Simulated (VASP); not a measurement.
A run of VASP 6.6.1 is set up as follows.

Contents of POSCAR:

```
Se
1.0
    0.0000000000      2.1702437318      2.1702437318
    2.1702437318      0.0000000000      2.1702437318
    2.1702437318      2.1702437318      0.0000000000
Se
1
Direct
    0.0000000000      0.0000000000      0.0000000000
```

File INCAR.step1:

```
ALGO = Normal
EDIFF = 1E-4
ENCUT = 520
GGA = PE
ISMEAR = -1
LASPH = True
LCHARG = False
LREAL = False
LWAVE = True
NBANDS = 9
NELM = 60
PREC = Accurate
SIGMA = 0.1
```

INCAR.step2

```
ALGO = Normal
EDIFF = 1E-7
ENCUT = 520
ISIF = 2
ISMEAR = -1
ISTART = 1
LASPH = True
LCHARG = False
LMIXTAU = True
LREAL = False
LWAVE = False
METAGGA = R2SCAN
NBANDS = 9
NELM = 60
PREC = Accurate
SIGMA = 0.1
```

File KPOINTS:

```
k-points
0
Gamma
  14 14 14
```

Potentials or basis: VASP PAW PBE potentials, release 64 (Se).

Run with:

```bash
$ cat potpaw_PBE.64/Se/POTCAR > POTCAR
$ cp INCAR.step1 INCAR
$ mpirun -np 1 vasp_std > vasp.out
$ cp INCAR.step2 INCAR
$ mpirun -np 1 vasp_std > vasp.out
```

Estimate the band gap on the k mesh.

zero (bands 3 and 4 overlap by 5.31 eV).

Estimate the pressure.

-0.2 GPa.

Caveat: the PAW data sets were made with another functional, which shifts forces and pressure a little.
